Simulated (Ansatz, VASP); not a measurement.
## CoNiO2: VASP beside Ansatz

```
CELL_PARAMETERS angstrom
3.01433 0.00000 0.00000
0.00000 3.01433 0.00000
0.00000 0.00000 4.22229
ATOMIC_POSITIONS crystal
Ni 0.00000 0.00000 0.00000
Co 0.50000 0.50000 0.50000
O 0.00000 0.00000 0.50000
O 0.50000 0.50000 0.00000
```

Alike in both runs: task single point; functional PBEsol; k mesh 9 × 9 × 6; occupations fermi-dirac, width 0.05 eV; collinear spin.

```csv
,VASP,Ansatz
version,VASP 6.6.1,Ansatz 0.2.0
potentials or method,"VASP PAW PBE potentials, release 64 (Ni, Co, O)",Ansatz PAW
plane-wave cutoff (eV),520,420
valence electrons in the cell,31,47
```

Ansatz gave:

```
gap on the k mesh at the Fermi level (eV)                     : none
pressure (GPa)                                                : -11.9
traceless stress, the component that is largest in VASP (GPa) : 1.08
net moment per atom (μB)                                      : 1.14
size of the moment on the site where the two differ most (μB) : 2.43
```

Q: What did VASP give for the same quantities?

A: gap on the k mesh at the Fermi level (eV): none; pressure (GPa): -12.4; traceless stress, the component that is largest in VASP (GPa): 1.03; net moment per atom (μB): 1.12; size of the moment on the site where the two differ most (μB): 2.50.

VASP's potentials were made for PBE, not for PBEsol. Site moments also hang on the region over which each program counts them. A gap of «none» marks a metal or a gap that the smearing closes. VASP's potentials hold 31 valence electrons a cell and Ansatz's 47, so a difference there can come from the potentials and not from the codes.
